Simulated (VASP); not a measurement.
# H28C6O3: single point with PBE

H28C6O3:

```
C O H
1.0
     5.75537   -0.17662    0.08911
    -0.17662    5.90563    0.14589
     0.08911    0.14589    5.72320
C O H
6 3 28
Direct
  0.21463 0.27955 0.01364
  0.23636 0.54541 0.04701
  0.76176 0.40342 0.78826
  0.73450 0.41582 0.52629
  0.56320 0.97081 0.37178
  0.36193 0.98019 0.55166
  0.16728 0.60889 0.27376
  0.50205 0.41939 0.47225
  0.34792 0.76375 0.64374
  0.00276 0.62996 0.25001
  0.42946 0.61307 0.02788
  0.16863 0.64594 0.89381
  0.19403 0.29362 0.82558
  0.36607 0.20232 0.07824
  0.06982 0.22087 0.13801
  0.47860 0.43202 0.30370
  0.83910 0.58064 0.50430
  0.83429 0.28569 0.44141
  0.91336 0.51503 0.81616
  0.62259 0.49074 0.87492
  0.77310 0.24513 0.86290
  0.33860 0.63205 0.54395
  0.37647 0.10648 0.68155
  0.21509 0.00879 0.44583
  0.61828 0.13362 0.28277
  0.72442 0.90823 0.46335
  0.51473 0.85125 0.21744
  0.02331 0.25265 0.61254
  0.13666 0.27424 0.54002
  0.73554 0.91338 0.91912
  0.62277 0.93556 0.86939
  0.73485 0.57333 0.18313
  0.71055 0.67267 0.09672
  0.88758 0.83875 0.62508
  0.01820 0.84355 0.65418
  0.03412 0.96995 0.14128
  0.94482 0.87203 0.15647
```

```json
{"Program": "VASP 6.6.1", "Task": "single point", "Functional": "PBE", "Potentials or basis": "VASP PAW PBE potentials, release 64 (C, O, H)", "Cutoff": "520 eV", "k mesh": "1 × 1 × 1", "Occupations": "fermi-dirac, width 0.05 eV", "Spin": "no spin polarisation"}
```

```yaml
Pressure: 15.7 GPa
Largest_force: 3.815 eV/Å
Band_gap_on_the_k_mesh: 5.25 eV
```

Forces in eV/Å, atoms in the order of the input:
```
C   -0.304  3.131  1.453
C    2.572 -0.094 -0.387
C   -1.099  2.630 -1.196
C    0.620  0.269  1.093
C    1.272 -0.429 -1.433
C    1.783 -0.806 -3.275
O   -0.817 -0.315 -0.607
O   -0.598  0.188 -0.313
O   -0.753 -1.309  2.935
H    0.460  0.022  0.774
H   -1.763 -0.620 -0.059
H   -0.086 -0.379  1.335
H   -0.338 -1.329  0.161
H    0.601 -0.477 -0.225
H   -0.016  0.179 -1.088
H    0.205 -0.081  0.443
H   -0.726  0.041 -1.255
H   -0.909  0.570 -0.044
H    0.199 -0.367  0.337
H   -0.036 -0.595 -0.737
H    0.253 -2.902  1.492
H    0.386  0.774 -0.588
H    0.366 -0.270  0.236
H   -0.654  0.418 -0.261
H   -0.044 -0.146 -0.327
H   -1.643  0.586 -1.309
H    0.232  1.476  2.278
H    1.366 -0.128 -0.401
H   -0.645  0.016  0.277
H    0.409  0.012  0.194
H   -0.460 -0.044 -0.170
H   -0.022  0.834 -0.605
H    0.555 -0.540  0.720
H    1.185 -0.062  0.710
H   -1.007 -0.296  0.158
H   -0.480 -0.507 -0.164
H   -0.065  0.551 -0.152
```

Stress tensor (GPa, compression positive):
```
15.25 -1.31  0.63
-1.31 17.15 -3.62
 0.63 -3.62 14.69
```

Levels at points of the mesh, in eV from the valence-band top:
| k point | band 33 | band 34 | band 35 | band 36 | band 37 | band 38 |
| --- | --- | --- | --- | --- | --- | --- |
| (0.00, 0.00, 0.00) | -1.09 | -0.66 | 0.00 | 5.25 | 5.96 | 6.31 |

Wall time 33 s on 1 thread of Intel(R) Xeon(R) 6975P-C (Granite Rapids) (shared host), peak memory 0.29 GiB.

Caveat: the k points lie up to 1.10 Å⁻¹ apart.
